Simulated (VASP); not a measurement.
Set up this calculation in VASP 6.6.1, as the native input.

```
Task                   : single point
Functional             : LDA
Potentials or basis    : VASP PAW LDA potentials, release 64 (Ba_sv, O)
Cutoff                 : 600 eV
k mesh                 : 8 × 8 × 8
Occupations            : fermi-dirac, width 0.02 eV
Spin                   : no spin polarisation
Dipole correction      : no
Further INCAR settings : ALGO = Normal; EDIFF = 1e-06; NBANDS = 15
```

The structure of BaO lies in POSCAR:

```
BaO
1.0
    0.0000000000      2.7170923805      2.7170923805
    2.7170923805      0.0000000000      2.7170923805
    2.7170923805      2.7170923805      0.0000000000
Ba O
1 1
Direct
    0.0000000000      0.0000000000      0.0000000000
    0.5000000000      0.5000000000      0.5000000000
```

One way to write it, as run:

INCAR

```
PREC = Accurate
ENCUT = 600
EDIFF = 1E-6
ISMEAR = -1
SIGMA = 0.02
LREAL = F
LASPH = T
NELM = 120
ALGO = Normal
ISIF = 2
LWAVE = F
LCHARG = F
GGA = CA
NBANDS = 15
GGA_COMPAT = F
```

KPOINTS

```
Automatic mesh
0
Gamma
  8 8 8
```

Potentials or basis: VASP PAW LDA potentials, release 64 (Ba_sv, O).

Launch:

```sh
$ cat potpaw_LDA.64/Ba_sv/POTCAR potpaw_LDA.64/O/POTCAR > POTCAR
$ mpirun -np 1 vasp_std > vasp.out
```

Results of the run:

```
Pressure               : 2.2 GPa
Band gap on the k mesh : 1.60 eV
```

Caveat: spin-orbit coupling is left out, which moves the levels of the heavy elements.

Wall time 7.6 s on 1 thread of Intel(R) Xeon(R) 6975P-C (Granite Rapids), on a shared host, peak memory 0.16 GiB.
